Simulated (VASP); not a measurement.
# GaN (F-43m) in VASP: notebook

GaN is run at these levels: PBE; tasks: single point.

Program: VASP 6.6.1. These are calculated values, not measurements. Logs are shortened: lines on timing, memory, paths and dates and some standing lists are left out, and cuts for length are marked.

**1. The cell of the first run**

Symmetry: F-43m, No. 216, cubic system. The conventional cell has a = 4.566 Å, b = 4.566 Å, c = 4.566 Å, α = 90.00°, β = 90.00°, γ = 90.00°. Within 2.6 Å of Ga (site symmetry -43m) lie 4 N at 1.98 Å. Within 2.6 Å of N (site symmetry -43m) lie 4 Ga at 1.98 Å.

**2. Single point, PBE**

The input, INCAR:

```
PREC = Accurate
ENCUT = 520
EDIFF = 1E-6
ISMEAR = -1
SIGMA = 0.05
LREAL = False
LASPH = True
NELM = 60
ALGO = Normal
ISIF = 2
LWAVE = False
LCHARG = False
GGA = PE
NBANDS = 16
```

The input, KPOINTS:

```
Automatic mesh
0
Gamma
  10 10 10
```

The input, POSCAR:

```
GaN
1.0
    0.0000000000      2.2831553320      2.2831553320
    2.2831553320      0.0000000000      2.2831553320
    2.2831553320      2.2831553320      0.0000000000
Ga N
1 1
Direct
    0.0000000000      0.0000000000      0.0000000000
    0.2500000000      0.2500000000      0.2500000000
```

Potentials or basis: VASP PAW PBE potentials, release 64 (Ga_d, N).

Run with:

```
$ cat potpaw_PBE.64/Ga_d/POTCAR potpaw_PBE.64/N/POTCAR > POTCAR
$ mpirun -np 1 vasp_std > vasp.out
```

OUTCAR:

```text
PREC = Accurate
   ENCUT = 520
   EDIFF = 1E-6
   ISMEAR = -1
   LREAL = False
   LASPH = True
   NELM = 60
   ISIF = 2
   GGA = PE

 ion  position               nearest neighbor table
   1  0.000  0.000  0.000-   2 1.98   2 1.98   2 1.98   2 1.98
   2  0.250  0.250  0.250-   1 1.98   1 1.98   1 1.98   1 1.98

  LATTYP: Found a face centered cubic cell.
 ALAT       =     4.5663106640

  Lattice vectors:

 A1 = (   0.0000000000,   2.2831553320,   2.2831553320)
 A2 = (   2.2831553320,   0.0000000000,   2.2831553320)
 A3 = (   2.2831553320,   2.2831553320,   0.0000000000)

Analysis of symmetry for initial positions (statically):
=====================================================================
 Subroutine PRICEL returns:
 Original cell was already a primitive cell.

 Routine SETGRP: Setting up the symmetry group for a
 face centered cubic supercell.

 Subroutine GETGRP returns: Found 24 space group operations
 (whereof 24 operations were pure point group operations)
 out of a pool of 48 trial point group operations.

The static configuration has the point symmetry T_d .

Analysis of symmetry for dynamics (positions and initial velocities):
=====================================================================
 Subroutine PRICEL returns:
 Original cell was already a primitive cell.

 Routine SETGRP: Setting up the symmetry group for a
 face centered cubic supercell.

 Subroutine GETGRP returns: Found 24 space group operations
 (whereof 24 operations were pure point group operations)
 out of a pool of 48 trial point group operations.

The dynamic configuration has the point symmetry T_d .

 Subroutine INISYM returns: Found 24 space group operations
 (whereof 24 operations are pure point group operations),
 and found     1 'primitive' translations

----------------------------------------------------------------------------------------

                                     Primitive cell

  volume of cell :      23.8033

  direct lattice vectors                    reciprocal lattice vectors
     0.000000000  2.283155332  2.283155332    -0.218995174  0.218995174  0.218995174
     2.283155332  0.000000000  2.283155332     0.218995174 -0.218995174  0.218995174
     2.283155332  2.283155332  0.000000000     0.218995174  0.218995174 -0.218995174

  length of vectors
     3.228869236  3.228869236  3.228869236     0.379310769  0.379310769  0.379310769
[... 73 lines left out ...]
   ISTART =      0    job   : 0-new  1-cont  2-samecut
   ICHARG =      2    charge: 1-file 2-atom 10-const
   ISPIN  =      1    spin polarized calculation?
   LNONCOLLINEAR =      F non collinear calculations
   LSORBIT =      F    spin-orbit coupling
   LASPH  =      T    aspherical Exc in radial PAW
   ENCUT  =  520.0 eV  38.22 Ry    6.18 a.u.   6.00  6.00  6.00*2*pi/ulx,y,z
   NELM   =     60;   NELMIN=  2; NELMDL= -5     # of ELM steps
   EDIFF  = 0.1E-05   stopping-criterion for ELM
   LREAL  =      F    real-space projection
   EDIFFG = 0.1E-04   stopping-criterion for IOM
   NSW    =      0    number of steps for IOM
   IBRION =     -1    ionic relax: 0-MD 1-quasi-New 2-CG
   NFREE  =      0    steps in history (QN), initial steepest desc. (CG)
   ISIF   =      2    stress and relaxation
   ISYM   =      2    0-nonsym 1-usesym 2-fastsym
   POTIM  = 0.5000    time-step for ionic-motion
   TEBEG  =    0.0;   TEEND  =   0.0 temperature during run
   PSTRESS=    0.0 pullay stress
   NELECT =      18.0000    total number of electrons
   NUPDOWN=      -1.0000    fix difference up-down
   EMIN   =  10.00;   EMAX   =-10.00  energy-range for DOS
   EFERMI =   0.00;   METHOD = LEGACY
   ISMEAR =    -1;   SIGMA  =   0.05  broadening in eV -4-tet -1-fermi 0-gaus
   EFERMI_NEDOS =   21; number of points for ismear=-14 and -15
   IALGO  =     38    algorithm
   IMIX   =      4    mixing-type and parameters
     AMIX     =   0.40;   BMIX     =  1.00
     AMIX_MAG =   1.60;   BMIX_MAG =  1.00
  volume/ion in A,a.u.               =      11.90        80.32
  Fermi-wavevector in a.u.,A,eV,Ry     =   1.491490  2.818507 30.266718  2.224541
  Thomas-Fermi vector in A             =   2.604138
   LORBIT       =      0    0 simple, 1 ext, 2 COOP (PROOUT), +10 PAW based schemes
   GGA     = PE    functional components
   LHFCALC =     F    Hartree Fock is set to
   AEXX    =    0.0000 exact exchange contribution
   IVDW    =     0    specifies the selected vdW correction
   LEPSILON=     F    determine dielectric tensor
   LRPA    =     F    only Hartree local field effects (RPA)
 non-spin polarized calculation
  energy-cutoff  :      520.00
  volume of cell :       23.80
 maximum number of plane-waves:       656
   NGX = 13   NGY = 13   NGZ = 13

 number of electron      17.9999983 magnetization

 Free energy of the ion-electron system (eV)
  ---------------------------------------------------
  ext. energy  EPLUGINS =         0.00000000
  ---------------------------------------------------
  free energy    TOTEN  =       -12.15213794 eV

  energy without entropy =      -12.15213794  energy(sigma->0) =      -12.15213794

 E-fermi :   5.6459     XC(G=0): -11.4587

 val. band max:        4.8638277806   @ k =   0.0000   0.0000   0.0000
 cond. band min:       6.3352779007   @ k =   0.0000   0.0000   0.0000
 fundamental gap:      1.4714501201
 Fermi energy:         5.6458814761

 k-point     1 :       0.0000    0.0000    0.0000
  band No.  band energies     occupation
      1     -10.7429      2.00000
      2      -8.5524      2.00000
      3      -8.5524      2.00000
      4      -8.5524      2.00000
      5      -8.2704      2.00000
      6      -8.2704      2.00000
[... 433 lines left out ...]
      3      -8.3531      2.00000
      4      -8.3531      2.00000
      5      -8.2163      2.00000
      6      -7.2979      2.00000
[... 8 lines left out ...]
     15      26.5327      0.00000
     16      26.8667      0.00000

 [... further k-points ...]
[... 5 lines left out ...]
  --------------------------------------------------------------------------------------
  -------------------------------------------------------------------------------------
  Total       -0.2740312     -0.2740312     -0.2740312      0.0000000      0.0000000     -0.0000000
  in kB      -18.4448094    -18.4448094    -18.4448094      0.0000000      0.0000000     -0.0000000
  external PRESSURE =     -18.4448094 kB  Pullay stress =       0.0000000 kB

 VOLUME and BASIS-vectors are now :
 -----------------------------------------------------------------------------
  energy-cutoff  :      520.00
  volume of cell :       23.80
      direct lattice vectors                 reciprocal lattice vectors
     0.000000000  2.283155332  2.283155332    -0.218995174  0.218995174  0.218995174
     2.283155332  0.000000000  2.283155332     0.218995174 -0.218995174  0.218995174
     2.283155332  2.283155332  0.000000000     0.218995174  0.218995174 -0.218995174

 POSITION                                       TOTAL-FORCE (eV/Angst)
 -----------------------------------------------------------------------------------
      0.00000      0.00000      0.00000         0.000000      0.000000      0.000000
      1.14158      1.14158      1.14158        -0.000000     -0.000000     -0.000000
 -----------------------------------------------------------------------------------
    total drift:                                0.000002      0.000002      0.000001

  FREE ENERGIE OF THE ION-ELECTRON SYSTEM (eV)
  ---------------------------------------------------
  free  energy   TOTEN  =       -12.1521379427 eV

  energy  without entropy=      -12.1521379394  energy(sigma->0) =      -12.15213794
```

stdout:

```text
POSCAR found type information on POSCAR GaN
 POSCAR found :  2 types and       2 ions
 scaLAPACK will be used
 LDA part: xc-table for (Slater+PW92), standard interpolation
 POSCAR, INCAR and KPOINTS ok, starting setup
 FFT: planning ... GRIDC
 FFT: planning ... GRID_SOFT
 FFT: planning ... GRID
 WAVECAR not read
 entering main loop
```

It took 12 s on 1 thread of Intel Xeon Platinum 8259CL at 2.50GHz (Skylake/Cascade Lake), shared host; peak memory 0.14 GiB.

What came out:

| Item | Value |
| --- | --- |
| Free energy | -12.1521 eV |
| Pressure | -1.8 GPa |
| Band gap on the k mesh | 1.47 eV, direct |

PBE gaps usually lie below the measured ones, often by a third to a half.

**3. Single point, PBE**

This run uses another cell than the first one, of 12.13 Å³/atom, 1.019 times its volume.

The input, INCAR:

```
  PREC = Accurate
  ENCUT = 520
  EDIFF = 1E-6
  ISMEAR = -1
  SIGMA = 0.05
  LREAL = False
  LASPH = True
  NELM = 60
  ALGO = Normal
  ISIF = 2
  LWAVE = False
  LCHARG = True
  GGA = PE
  LELF = True
  LVHAR = True
  NBANDS = 16
```

KPOINTS is that of step 2.

The input, POSCAR:

```
GaN
1.0
    0.0000000000      2.2976981147      2.2976981147
    2.2976981147      0.0000000000      2.2976981147
    2.2976981147      2.2976981147      0.0000000000
Ga N
1 1
Direct
    0.0000000000      0.0000000000      0.0000000000
    0.2500000000      0.2500000000      0.2500000000
```

Potentials or basis: VASP PAW PBE potentials, release 64 (Ga_d, N).

Run with:

```
$ cat potpaw_PBE.64/Ga_d/POTCAR potpaw_PBE.64/N/POTCAR > POTCAR
$ mpirun -np 1 vasp_std > vasp.out
```

OUTCAR:

```text
PREC = Accurate
   ENCUT = 520
   EDIFF = 1E-6
   ISMEAR = -1
   LREAL = False
   LASPH = True
   NELM = 60
   ISIF = 2
   GGA = PE

 ion  position               nearest neighbor table
   1  0.000  0.000  0.000-   2 1.99   2 1.99   2 1.99   2 1.99
   2  0.250  0.250  0.250-   1 1.99   1 1.99   1 1.99   1 1.99

  LATTYP: Found a face centered cubic cell.
 ALAT       =     4.5953962294

  Lattice vectors:

 A1 = (   0.0000000000,   2.2976981147,   2.2976981147)
 A2 = (   2.2976981147,   0.0000000000,   2.2976981147)
 A3 = (   2.2976981147,   2.2976981147,   0.0000000000)

Analysis of symmetry for initial positions (statically):
=====================================================================
 Subroutine PRICEL returns:
 Original cell was already a primitive cell.

 Routine SETGRP: Setting up the symmetry group for a
 face centered cubic supercell.

 Subroutine GETGRP returns: Found 24 space group operations
 (whereof 24 operations were pure point group operations)
 out of a pool of 48 trial point group operations.

The static configuration has the point symmetry T_d .

Analysis of symmetry for dynamics (positions and initial velocities):
=====================================================================
 Subroutine PRICEL returns:
 Original cell was already a primitive cell.

 Routine SETGRP: Setting up the symmetry group for a
 face centered cubic supercell.

 Subroutine GETGRP returns: Found 24 space group operations
 (whereof 24 operations were pure point group operations)
 out of a pool of 48 trial point group operations.

The dynamic configuration has the point symmetry T_d .

 Subroutine INISYM returns: Found 24 space group operations
 (whereof 24 operations are pure point group operations),
 and found     1 'primitive' translations

[... 105 lines left out ...]
   NELECT =      18.0000    total number of electrons
   NUPDOWN=      -1.0000    fix difference up-down
   EMIN   =  10.00;   EMAX   =-10.00  energy-range for DOS
   EFERMI =   0.00;   METHOD = LEGACY
   ISMEAR =    -1;   SIGMA  =   0.05  broadening in eV -4-tet -1-fermi 0-gaus
   EFERMI_NEDOS =   21; number of points for ismear=-14 and -15
   IALGO  =     38    algorithm
   IMIX   =      4    mixing-type and parameters
     AMIX     =   0.40;   BMIX     =  1.00
     AMIX_MAG =   1.60;   BMIX_MAG =  1.00
  volume/ion in A,a.u.               =      12.13        81.86
  Fermi-wavevector in a.u.,A,eV,Ry     =   1.482049  2.800667 29.884797  2.196471
  Thomas-Fermi vector in A             =   2.595884
   LORBIT       =      0    0 simple, 1 ext, 2 COOP (PROOUT), +10 PAW based schemes
   GGA     = PE    functional components
   LHFCALC =     F    Hartree Fock is set to
   AEXX    =    0.0000 exact exchange contribution
   IVDW    =     0    specifies the selected vdW correction
   LEPSILON=     F    determine dielectric tensor
   LRPA    =     F    only Hartree local field effects (RPA)
 non-spin polarized calculation
  energy-cutoff  :      520.00
  volume of cell :       24.26
 maximum number of plane-waves:       666
   NGX = 13   NGY = 13   NGZ = 13

 number of electron      17.9999986 magnetization

 Free energy of the ion-electron system (eV)
  ---------------------------------------------------
  ext. energy  EPLUGINS =         0.00000000
  ---------------------------------------------------
  free energy    TOTEN  =       -12.14277638 eV

  energy without entropy =      -12.14277637  energy(sigma->0) =      -12.14277637

 E-fermi :   5.3889     XC(G=0): -11.3587

 val. band max:        4.6676264178   @ k =   0.0000   0.0000   0.0000
 cond. band min:       6.0166821211   @ k =   0.0000   0.0000   0.0000
 fundamental gap:      1.3490557033
 Fermi energy:         5.3889280632

 k-point     1 :       0.0000    0.0000    0.0000
  band No.  band energies     occupation
      1     -10.7862      2.00000
      2      -8.7406      2.00000
      3      -8.7406      2.00000
      4      -8.7406      2.00000
      5      -8.4756      2.00000
      6      -8.4756      2.00000
[... 433 lines left out ...]
      3      -8.5528      2.00000
      4      -8.5526      2.00000
      5      -8.4244      2.00000
      6      -7.4775      2.00000
[... 8 lines left out ...]
     15      26.0280      0.00000
     16      26.4658      0.00000

 [... further k-points ...]
[... 5 lines left out ...]
  --------------------------------------------------------------------------------------
  -------------------------------------------------------------------------------------
  Total       -0.7263907     -0.7263907     -0.7263907      0.0000000     -0.0000000      0.0000000
  in kB      -47.9702466    -47.9702466    -47.9702466      0.0000000     -0.0000000      0.0000000
  external PRESSURE =     -47.9702466 kB  Pullay stress =       0.0000000 kB

 VOLUME and BASIS-vectors are now :
 -----------------------------------------------------------------------------
  energy-cutoff  :      520.00
  volume of cell :       24.26
      direct lattice vectors                 reciprocal lattice vectors
     0.000000000  2.297698115  2.297698115    -0.217609092  0.217609092  0.217609092
     2.297698115  0.000000000  2.297698115     0.217609092 -0.217609092  0.217609092
     2.297698115  2.297698115  0.000000000     0.217609092  0.217609092 -0.217609092

 POSITION                                       TOTAL-FORCE (eV/Angst)
 -----------------------------------------------------------------------------------
      0.00000      0.00000      0.00000        -0.000000     -0.000000     -0.000000
      1.14885      1.14885      1.14885         0.000000      0.000000      0.000000
 -----------------------------------------------------------------------------------
    total drift:                                0.000002      0.000002      0.000001

  FREE ENERGIE OF THE ION-ELECTRON SYSTEM (eV)
  ---------------------------------------------------
  free  energy   TOTEN  =       -12.1427763786 eV

  energy  without entropy=      -12.1427763680  energy(sigma->0) =      -12.14277637
```

stdout:

```text
POSCAR found type information on POSCAR GaN
 POSCAR found :  2 types and       2 ions
 scaLAPACK will be used
 LDA part: xc-table for (Slater+PW92), standard interpolation
 POSCAR, INCAR and KPOINTS ok, starting setup
 FFT: planning ... GRIDC
 FFT: planning ... GRID_SOFT
 FFT: planning ... GRID
 WAVECAR not read
 entering main loop
```

Wall time 12 s (1 thread of Intel Xeon Platinum 8259CL at 2.50GHz (Skylake/Cascade Lake), shared host); peak memory 0.15 GiB.

Results:

```
Free energy            : -12.1428 eV
Pressure               : -4.8 GPa
Band gap on the k mesh : 1.35 eV, direct
```
